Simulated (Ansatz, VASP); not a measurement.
# Mn2Al2Cu in VASP and in Ansatz

```
CELL_PARAMETERS angstrom
3.87869 0.00000 0.00000
0.00000 3.87869 0.00000
0.00000 0.00000 5.18048
ATOMIC_POSITIONS crystal
Mn 0.50000 0.50000 0.13478
Mn 0.00000 0.00000 0.30757
Al 0.50000 0.00000 0.85440
Al 0.00000 0.50000 0.85440
Cu 0.50000 0.50000 0.57437
```

Alike in both runs: functional PBE; k mesh 10 × 10 × 8; occupations gaussian, width 0.1 eV; collinear spin.

Ansatz relaxed the structure, and its values are those at the end. VASP's run is a single point on that final structure, the one shown.

|  | VASP | Ansatz |
| --- | --- | --- |
| version | VASP 6.6.1 | Ansatz 0.2.0 |
| potentials or method | VASP PAW PBE potentials, release 64 (Mn_pv, Al, Cu), cutoff 520 eV | scalar-relativistic, plane waves, PAW |
| valence electrons in the cell | 43 | 55 |

```csv
,VASP,Ansatz,Ansatz less VASP
gap on the k mesh at the Fermi level (eV),none,none,-
pressure (GPa),0.2,0.0,-0.17
rms of the force components (eV/Å),0.005,0.001,-0.0040
net moment per atom (μB),1.24,1.24,-0.001
size of the moment on the site where the two differ most (μB),2.42,2.28,-0.148
```

Site moments also hang on the region over which each program counts them. A gap of «none» marks a metal or a gap that the smearing closes. VASP's potentials hold 43 valence electrons a cell and Ansatz's 55, so a difference there can come from the potentials and not from the codes.
